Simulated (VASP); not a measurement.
# Hf3S5 (P6/mmm) in VASP: single point with PBE

Aim: the single point of Hf3S5 with PBE.

Everything below comes from runs of VASP 6.6.1. Logs are shortened: lines on timing, memory, paths and dates and some standing lists are left out, and cuts for length are marked.

### Step 1. The cell of the first run

The structure is hexagonal, space group P6/mmm (No. 191). Conventional cell: a = 8.289 Å, b = 8.289 Å, c = 6.408 Å, α = 90.00°, β = 90.00°, γ = 120.00°. Within 3.2 Å of Hf (site symmetry mmm) lie 2 S at 2.39 Å. S (site symmetry -6m2) has 3 Hf at 2.39 Å within 3.2 Å. Within 2.8 Å of S (site symmetry 6mm) lie 2 S at 2.12 to 2.16 Å. S (site symmetry 6/mmm) has 2 S at 2.12 Å within 2.8 Å.

The cell was generated, and may not be a known phase.

### Step 2. Single point, PBE

INCAR

```
SYSTEM = Hf3S5
PREC = Accurate
ENCUT = 520
EDIFF = 1E-6
ISMEAR = 0
SIGMA = 0.2
LREAL = .False.
LASPH = .True.
NELM = 60
ALGO = Normal
ISIF = 2
LWAVE = .False.
LCHARG = .True.
GGA = PE
LELF = .True.
LVHAR = .True.
NBANDS = 40
```

KPOINTS

```
Automatic mesh
0
Gamma
  3 3 3
  0 0 0
```

POSCAR

```
Hf3S5
1.0
    8.2894311345      0.0000000000      0.0000000000
   -4.1447155672      7.1788579454      0.0000000000
    0.0000000000      0.0000000000      6.4079818400
Hf S
3 5
Direct
    0.5000000000      0.0000000000      0.5000000000
    0.0000000000      0.5000000000      0.5000000000
    0.5000000000      0.5000000000      0.5000000000
    0.3333333333      0.6666666667      0.5000000000
    0.6666666667      0.3333333333      0.5000000000
    0.0000000000      0.0000000000      0.6685093336
    0.0000000000      0.0000000000      0.3314906664
    0.0000000000      0.0000000000      0.0000000000
```

Potentials or basis: VASP PAW PBE potentials, release 64 (Hf_pv, S).

Command:

```console
$ cat potpaw_PBE.64/Hf_pv/POTCAR potpaw_PBE.64/S/POTCAR > POTCAR
$ mpirun -np 1 vasp_std > vasp.out
```

OUTCAR:

```text
SYSTEM = Hf3S5
   PREC = Accurate
   ENCUT = 520
   EDIFF = 1E-6
   ISMEAR = 0
   LREAL = .False.
   LASPH = .True.
   NELM = 60
   ISIF = 2
   GGA = PE

 ion  position               nearest neighbor table
   1  0.500  0.000  0.500-   4 2.39   5 2.39
   2  0.000  0.500  0.500-   4 2.39   5 2.39
   3  0.500  0.500  0.500-   4 2.39   5 2.39
   4  0.333  0.667  0.500-   1 2.39   2 2.39   3 2.39
   5  0.667  0.333  0.500-   1 2.39   2 2.39   3 2.39
   6  0.000  0.000  0.669-   8 2.12   7 2.16
   7  0.000  0.000  0.331-   8 2.12   6 2.16
   8  0.000  0.000  0.000-   6 2.12   7 2.12

  LATTYP: Found a hexagonal cell.
 ALAT       =     8.2894311345
 C/A-ratio  =     0.7730303486

  Lattice vectors:

 A1 = (   8.2894311345,   0.0000000000,   0.0000000000)
 A2 = (  -4.1447155672,   7.1788579454,   0.0000000000)
 A3 = (   0.0000000000,   0.0000000000,   6.4079818400)

Analysis of symmetry for initial positions (statically):
=====================================================================
 Subroutine PRICEL returns:
 Original cell was already a primitive cell.

 Routine SETGRP: Setting up the symmetry group for a
 hexagonal supercell.

 Subroutine GETGRP returns: Found 24 space group operations
 (whereof 24 operations were pure point group operations)
 out of a pool of 24 trial point group operations.

The static configuration has the point symmetry D_6h.

Analysis of symmetry for dynamics (positions and initial velocities):
=====================================================================
 Subroutine PRICEL returns:
 Original cell was already a primitive cell.

 Routine SETGRP: Setting up the symmetry group for a
 hexagonal supercell.

 Subroutine GETGRP returns: Found 24 space group operations
 (whereof 24 operations were pure point group operations)
 out of a pool of 24 trial point group operations.

The dynamic configuration has the point symmetry D_6h.

 Subroutine INISYM returns: Found 24 space group operations
 (whereof 24 operations are pure point group operations),
 and found     1 'primitive' translations

----------------------------------------------------------------------------------------

                                     Primitive cell

  volume of cell :     381.3303

  direct lattice vectors                    reciprocal lattice vectors
     8.289431134  0.000000000  0.000000000     0.120635540  0.069648961  0.000000000
    -4.144715567  7.178857945  0.000000000     0.000000000  0.139297923  0.000000000
[... 77 lines left out ...]
   NELM   =     60;   NELMIN=  2; NELMDL= -5     # of ELM steps
   EDIFF  = 0.1E-05   stopping-criterion for ELM
   LREAL  =      F    real-space projection
[... 7 lines left out ...]
   TEBEG  =    0.0;   TEEND  =   0.0 temperature during run
   PSTRESS=    0.0 pullay stress
   NELECT =      60.0000    total number of electrons
   NUPDOWN=      -1.0000    fix difference up-down
   EMIN   =  10.00;   EMAX   =-10.00  energy-range for DOS
   EFERMI =   0.00;   METHOD = LEGACY
   ISMEAR =     0;   SIGMA  =   0.20  broadening in eV -4-tet -1-fermi 0-gaus
   EFERMI_NEDOS =   21; number of points for ismear=-14 and -15
   IALGO  =     38    algorithm
   IMIX   =      4    mixing-type and parameters
     AMIX     =   0.40;   BMIX     =  1.00
     AMIX_MAG =   1.60;   BMIX_MAG =  1.00
  volume/ion in A,a.u.               =      47.67       321.67
  Fermi-wavevector in a.u.,A,eV,Ry     =   0.883808  1.670156 10.627746  0.781117
  Thomas-Fermi vector in A             =   2.004624
   LORBIT       =      0    0 simple, 1 ext, 2 COOP (PROOUT), +10 PAW based schemes
   GGA     = PE    functional components
   LHFCALC =     F    Hartree Fock is set to
   AEXX    =    0.0000 exact exchange contribution
   IVDW    =     0    specifies the selected vdW correction
   LEPSILON=     F    determine dielectric tensor
   LRPA    =     F    only Hartree local field effects (RPA)
 non-spin polarized calculation
 Gauss-broadening in eV      SIGMA  =   0.20
  energy-cutoff  :      520.00
  volume of cell :      381.33
 maximum number of plane-waves:     10302
 NGX is ok and might be reduce to    64
   NGX = 31   NGY = 31   NGZ = 23

 number of electron      59.9999997 magnetization

 Free energy of the ion-electron system (eV)
  ---------------------------------------------------
  ext. energy  EPLUGINS =         0.00000000
  ---------------------------------------------------
  free energy    TOTEN  =       -42.61340589 eV

  energy without entropy =      -42.33690179  energy(sigma->0) =      -42.47515384

 E-fermi :   0.3680     XC(G=0):  -6.4256

 val. band max:        0.3632482365   @ k =   0.0000   0.0000   0.0000
 cond. band min:       0.3696535550   @ k =   0.3333  -0.0000   0.3333
 fundamental gap:      0.0064053185
 Fermi energy:         0.3680107495

 k-point     1 :       0.0000    0.0000    0.0000
  band No.  band energies     occupation
      1     -32.2762      2.00000
      2     -32.2762      2.00000
      3     -32.2689      2.00000
      4     -32.2657      2.00000
      5     -32.2657      2.00000
      6     -32.2654      2.00000
[... 247 lines left out ...]
     39       1.1362      0.00000
     40       1.4673      0.00000

------------------------ aborting loop because EDIFF is reached ----------------------------------------

  FORCE on cell =-STRESS in cart. coord.  units (eV):
  Direction    XX          YY          ZZ          XY          YZ          ZX
  --------------------------------------------------------------------------------------
  -------------------------------------------------------------------------------------
  Total       -0.4057193     -0.4057193     -0.5664714     -0.0000000      0.0000000      0.0000000
  in kB       -1.7046487     -1.7046487     -2.3800564     -0.0000000      0.0000000      0.0000000
  external PRESSURE =      -1.9297846 kB  Pullay stress =       0.0000000 kB

 VOLUME and BASIS-vectors are now :
 -----------------------------------------------------------------------------
  energy-cutoff  :      520.00
  volume of cell :      381.33
      direct lattice vectors                 reciprocal lattice vectors
     8.289431134  0.000000000  0.000000000     0.120635540  0.069648961  0.000000000
    -4.144715567  7.178857945  0.000000000     0.000000000  0.139297923  0.000000000
     0.000000000  0.000000000  6.407981840     0.000000000  0.000000000  0.156055374

 POSITION                                       TOTAL-FORCE (eV/Angst)
 -----------------------------------------------------------------------------------
      4.14472      0.00000      3.20399        -0.000000     -0.000000      0.000000
     -2.07236      3.58943      3.20399        -0.000000     -0.000000      0.000000
      2.07236      3.58943      3.20399        -0.000000     -0.000000      0.000000
     -0.00000      4.78591      3.20399        -0.000000     -0.000000     -0.000000
      4.14472      2.39295      3.20399        -0.000000     -0.000000      0.000000
      0.00000      0.00000      4.28380         0.000000     -0.000000      0.039651
      0.00000      0.00000      2.12419        -0.000000      0.000000     -0.039651
      0.00000      0.00000      0.00000        -0.000000     -0.000000      0.000000
 -----------------------------------------------------------------------------------
    total drift:                               -0.000000     -0.000000     -0.000000

  FREE ENERGIE OF THE ION-ELECTRON SYSTEM (eV)
  ---------------------------------------------------
  free  energy   TOTEN  =       -42.6134058903 eV

  energy  without entropy=      -42.3369017869  energy(sigma->0) =      -42.47515384
```

stdout:

```text
POSCAR found type information on POSCAR HfS
 POSCAR found :  2 types and       8 ions
 scaLAPACK will be used
 LDA part: xc-table for (Slater+PW92), standard interpolation
 POSCAR, INCAR and KPOINTS ok, starting setup
 FFT: planning ... GRIDC
 FFT: planning ... GRID_SOFT
 FFT: planning ... GRID
 WAVECAR not read
 entering main loop
```

Run time: 82 s. Hardware: 1 thread of Intel Xeon 6975P-C (Granite Rapids), shared host; peak memory 0.48 GiB.

Results:

- Free energy: -42.6134 eV
- Pressure: -0.2 GPa
- Largest force: 0.040 eV/Å
- Band gap on the k mesh: zero (bands 30 and 31 overlap by 0.79 eV)

Forces in eV/Å, atoms in the order of the input:
```
Hf   0.000  0.000  0.000
Hf   0.000  0.000  0.000
Hf   0.000  0.000  0.000
S    0.000  0.000  0.000
S    0.000  0.000  0.000
S    0.000  0.000  0.040
S    0.000  0.000 -0.040
S    0.000  0.000  0.000
```

Levels at points of the mesh, in eV from the Fermi level:
```
           k point  band 27  band 28  band 29  band 30  band 31  band 32  band 33  band 34
(0.00, 0.00, 0.00)    -1.59    -1.40    -1.40    -0.69    -0.69     0.00     0.00     0.04
```

Caveat: spin-orbit coupling is left out, which moves the levels of the heavy elements.
